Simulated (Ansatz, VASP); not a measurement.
# Two plane-wave programs on BN

The input INCAR:

```
ALGO = Normal
EDIFF = 1E-6
EDIFFG = -0.01
ENCUT = 600
GGA = RE
IBRION = 2
ISIF = 3
ISMEAR = -1
LASPH = True
LCHARG = False
LREAL = False
LWAVE = False
NELM = 60
NSW = 60
PREC = Accurate
SIGMA = 0.05
```

File KPOINTS:

```
k-points
0
Gamma
  12 12 6
```

Contents of POSCAR:

```
BN
1.0
    2.5539396017      0.0000000000      0.0000000000
   -1.2769698009      2.2117765748      0.0000000000
    0.0000000000      0.0000000000      4.2268550000
N B
2 2
Direct
    0.3333333333      0.6666666667      0.1252760000
    0.6666666667      0.3333333333      0.6252760000
    0.3333333333      0.6666666667      0.4997240000
    0.6666666667      0.3333333333      0.9997240000
```

Contents of input.yaml:

```yaml
crystal:
  lattice:
    - [2.5539396017, 0.0, 0.0]
    - [-1.2769698009, 2.2117765748, 0.0]
    - [0.0, 0.0, 4.226855]
  atoms:
    - { symbol: "N", position: [0.3333333333, 0.6666666667, 0.125276] }
    - { symbol: "N", position: [0.6666666667, 0.3333333333, 0.625276] }
    - { symbol: B, position: [0.3333333333, 0.6666666667, 0.499724] }
    - { symbol: B, position: [0.6666666667, 0.3333333333, 0.999724] }
hamiltonian:
  xc: revpbe
  pseudopotentials: { kind: paw }
kpoints:
  mp_grid: { grid: [12, 12, 6] }
scf:
  occupations: { method: fermi_dirac, width: 0.05 }
output:
  forces: true
  stress: true
  eigenvalues: true
relax:
  f_tol: 0.01
  max_steps: 40
  cell: { stress_tol: 0.05 }
```

Alike in both runs: task relaxation of cell and atoms; functional revPBE; k mesh 12 × 12 × 6; occupations fermi-dirac, width 0.05 eV; no spin polarisation.

|  | VASP | Ansatz |
| --- | --- | --- |
| version | VASP 6.6.1 | Ansatz 0.2.0 |
| potentials or method | VASP PAW PBE potentials, release 64 (N, B) | Ansatz PAW |
| plane-wave cutoff (eV) | 600 | 420 |
| valence electrons in the cell | 16 | 16 |

```csv
,VASP,Ansatz,Ansatz less VASP
"gap on the k mesh at the Fermi level, each at its own relaxed structure (eV)",5.28,5.30,+0.028
relaxed volume (Å³/atom),6.04,6.04,0.000
relaxed cell length with the largest relative difference (Å),4.241,4.241,-0.0004
```

VASP's potentials were made for PBE, not for revPBE.

Noted on Ansatz's run: the plane-wave basis is chosen anew once the cell has moved, so the energies of steps on either side of that aren't comparable.
